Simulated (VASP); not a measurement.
Ti, 1 atom in the cell. Symmetry: Im-3m, No. 229, cubic system. Conventional cell: a = 3.135 Å, b = 3.135 Å, c = 3.135 Å, α = 90.00°, β = 90.00°, γ = 90.00°. Ti (site symmetry m-3m) has 14 Ti at 2.72 to 3.14 Å within 3.6 Å.  This cell differs from its parent crystal: volume 15.407 Å^3 an atom, c/a of the conventional cell 1.0000.

```yaml
Program: VASP 6.6.1
Task: single point
Functional: PBE
Potentials_or_basis: VASP PAW PBE potentials, release 64 (Ti_sv)
Cutoff: 520 eV
k_mesh: 22 × 22 × 22
Occupations: gaussian, width 0.15 eV
Spin: no spin polarisation
Dipole_correction: no
Further_INCAR_settings: ALGO = Normal; EDIFF = 1e-06; NBANDS = 12
```

Potentials or basis: VASP PAW PBE potentials, release 64 (Ti_sv).

Command:

```console
$ cat potpaw_PBE.64/Ti_sv/POTCAR > POTCAR
$ mpirun -np 1 vasp_std > vasp.out
```

Hardware: 1 thread of Intel Xeon 6975P-C, on a shared host.

Q: Estimate the wall time of this run.

A: Wall time 36 s on 1 thread of Intel Xeon 6975P-C, with other jobs on the host, peak memory 0.17 GiB. Counts: scf iterations 12, k points 328.
